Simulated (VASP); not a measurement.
A run of VASP 6.6.1:

Contents of INCAR:

```
ALGO     = Normal         # electronic algorithm
EDIFF    = 1E-6           # SCF threshold, eV
ENCUT    = 840            # plane-wave cutoff, eV
GGA      = PE             # functional
GGA_COMPAT= F            
ISIF     = 2              # what is computed and relaxed
ISMEAR   = 0              # smearing method
LASPH    = T              # aspherical terms in the spheres
LCHARG   = F              # write CHGCAR
LREAL    = F              # projectors in reciprocal space
LWAVE    = F              # write WAVECAR
NBANDS   = 24             # bands
NELM     = 120            # most SCF steps
PREC     = Accurate       # precision mode
SIGMA    = 0.05           # smearing width, eV
```

Contents of KPOINTS:

```
k-points
0
Gamma
  9 9 6
```

The input POSCAR:

```
MgO
1.0
    3.3453000000      0.0000000000      0.0000000000
   -1.6726500000      2.8971147833      0.0000000000
    0.0000000000      0.0000000000      4.0698000000
Mg O
2 2
Direct
    0.6666666667      0.3333333333      0.7500000000
    0.3333333333      0.6666666667      0.2500000000
    0.6666666667      0.3333333333      0.2500000000
    0.3333333333      0.6666666667      0.7500000000
```

Potentials or basis: VASP PAW PBE potentials, release 64 (Mg_sv, O).

Command:

```bash
$ cat potpaw_PBE.64/Mg_sv/POTCAR potpaw_PBE.64/O/POTCAR > POTCAR
$ mpirun -np 1 vasp_std > vasp.out
```

Hardware: 1 thread of Intel(R) Xeon(R) 6975P-C (Granite Rapids), on a shared host.

Estimate the wall time of this run.

It took 25 s on 1 thread of Intel(R) Xeon(R) 6975P-C (Granite Rapids), on a shared host, peak memory 0.23 GiB. Counts: scf iterations 13, k points 48.
